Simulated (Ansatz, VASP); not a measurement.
One calculation of Si4B, two programs

```
Si B
1.0
     3.45728    0.00000    0.00000
    -1.72864    2.99409    0.00000
     0.00000    0.00000    6.81200
Si B
4 1
Direct
  0.50000 0.00000 0.00000
  0.00000 0.50000 0.00000
  0.50000 0.50000 0.00000
  0.00000 0.00000 0.50000
  0.00000 0.00000 0.00000
```

Alike in both runs: task relaxation of cell and atoms; functional PBE; k mesh 6 × 6 × 4; occupations gaussian, width 0.1 eV; no spin polarisation.

|  | VASP | Ansatz |
| --- | --- | --- |
| version | VASP 6.6.1 | Ansatz 0.2.0 |
| potentials or method | VASP PAW PBE potentials, release 64 (Si, B), cutoff 600 eV | scalar-relativistic, plane waves, PAW |
| valence electrons in the cell | 19 | 19 |

|  | VASP | Ansatz | Ansatz less VASP |
| --- | --- | --- | --- |
| gap on the k mesh at the Fermi level, each at its own relaxed structure (eV) | none | none | - |
| relaxed volume (Å³/atom) | 16.40 | 16.42 | +0.021 |
| relaxed cell length with the largest relative difference (Å) | 4.919 | 4.923 | +0.0040 |

A gap of «none» marks a metal or a gap that the smearing closes.

Noted on VASP's run: the volume moved by over 15 % at a fixed basis, so the end points are rough.
